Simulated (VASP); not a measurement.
Wanted: the native input for a VASP 6.6.1 run.

| Item | Value |
| --- | --- |
| Task | single point |
| Functional | PBE |
| Potentials or basis | VASP PAW PBE potentials, release 64 (Hg, Te) |
| Cutoff | 500 eV |
| k mesh | 10 × 10 × 10 |
| Occupations | gaussian, width 0.1 eV |
| Spin | no spin polarisation |
| Dipole correction | no |
| Further INCAR settings | ALGO = Normal; EDIFF = 1e-06; NBANDS = 16 |

The structure of HgTe lies in POSCAR:

```
HgTe
1.0
    0.0000000000      3.2145000000      3.2145000000
    3.2145000000      0.0000000000      3.2145000000
    3.2145000000      3.2145000000      0.0000000000
Hg Te
1 1
Direct
    0.0000000000      0.0000000000      0.0000000000
    0.2500000000      0.2500000000      0.2500000000
```

These files were run (other wordings do the same):

INCAR

```
PREC = Accurate ; ENCUT = 500
EDIFF = 1E-6 ; ISMEAR = 0
SIGMA = 0.1 ; LREAL = False
LASPH = True ; NELM = 120
ALGO = Normal ; ISIF = 2
LWAVE = False ; LCHARG = True
GGA = PE ; LELF = True
LVHAR = True ; NBANDS = 16
GGA_COMPAT = False
```

KPOINTS

```
regular mesh
0
Gamma
  10 10 10
```

Potentials or basis: VASP PAW PBE potentials, release 64 (Hg, Te).

The run is started by

```bash
$ cat potpaw_PBE.64/Hg/POTCAR potpaw_PBE.64/Te/POTCAR > POTCAR
$ mpirun -np 1 vasp_std > vasp.out
```

It gave:

```yaml
Pressure: 4.6 GPa
Band_gap_on_the_k_mesh: zero (filled and empty bands touch)
```

Caveat: the cell stands under pressure; semilocal functionals underestimate gaps, so a narrow gap can read as zero; spin-orbit coupling is left out, which moves the levels of the heavy elements.

It took 18 s on 1 thread of Intel(R) Xeon(R) 6975P-C (Granite Rapids), on a shared host, peak memory 0.23 GiB.
